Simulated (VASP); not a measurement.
Wanted: the native input for a VASP 6.6.1 run.

```
Task                   : single point
Functional             : PBE
Potentials or basis    : VASP PAW PBE potentials, release 64 (Pd)
Cutoff                 : 520 eV
k mesh                 : 12 × 12 × 12
Occupations            : gaussian, width 0.016 eV
Spin                   : no spin polarisation
Dipole correction      : no
Further INCAR settings : ALGO = Normal; EDIFF = 1e-06; NBANDS = 11
```

The structure of Pd lies in POSCAR:

```
Pd
1.0
   -1.5722810000      1.5722810000      1.5722810000
    1.5722810000     -1.5722810000      1.5722810000
    1.5722810000      1.5722810000     -1.5722810000
Pd
1
Direct
    0.0000000000      0.0000000000      0.0000000000
```

The input as run:

INCAR

```
PREC = Accurate
ENCUT = 520
EDIFF = 1E-6
ISMEAR = 0
SIGMA = 0.016
LREAL = F
LASPH = T
NELM = 100
ALGO = Normal
ISIF = 2
LWAVE = F
LCHARG = F
GGA = PE
NBANDS = 11
```

KPOINTS

```
regular mesh
0
Gamma
  12 12 12
```

Potentials or basis: VASP PAW PBE potentials, release 64 (Pd).

Launch:

```sh
$ cat potpaw_PBE.64/Pd/POTCAR > POTCAR
$ mpirun -np 1 vasp_std > vasp.out
```

Results of the run:

| Item | Value |
| --- | --- |
| Pressure | -1.6 GPa |
| Band gap on the k mesh | zero (band 5 reaches 9.47 eV, above the bottom of band 6 at 7.93 eV) |

It took 4.7 s on 1 thread of AMD EPYC 9R45 96-Core Processor (Zen 5), on a shared host, peak memory 0.1 GiB.
